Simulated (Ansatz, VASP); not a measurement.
## Two plane-wave programs on SiC

```
CELL_PARAMETERS angstrom
3.07569 0.00000 0.00000
-1.53785 2.66363 0.00000
0.00000 0.00000 10.07065
ATOMIC_POSITIONS crystal
Si 0.66667 0.33333 0.93784
Si 0.33333 0.66667 0.43784
Si 0.00000 0.00000 0.68789
Si 0.00000 0.00000 0.18789
C 0.66667 0.33333 0.74980
C 0.33333 0.66667 0.24980
C 0.00000 0.00000 0.50046
C 0.00000 0.00000 0.00046
```

Alike in both runs: task single point; functional PBEsol; k mesh 5 × 5 × 2; no spin polarisation.

|  | VASP | Ansatz |
| --- | --- | --- |
| version | VASP 6.6.1 | Ansatz 0.2.0 |
| potentials or method | VASP PAW PBE potentials, release 64 (Si, C), cutoff 520 eV | plane waves, PAW |
| occupations | gaussian, width 0.01 eV | fixed |
| valence electrons in the cell | 32 | 32 |

Ansatz gave:

* gap on the k mesh at the Fermi level (eV): 2.45

Q: Which values does VASP return?

A: gap on the k mesh at the Fermi level (eV): 2.44.

VASP's potentials were made for PBE, not for PBEsol.

The k mesh is coarse, so the values compare programs but aren't converged.
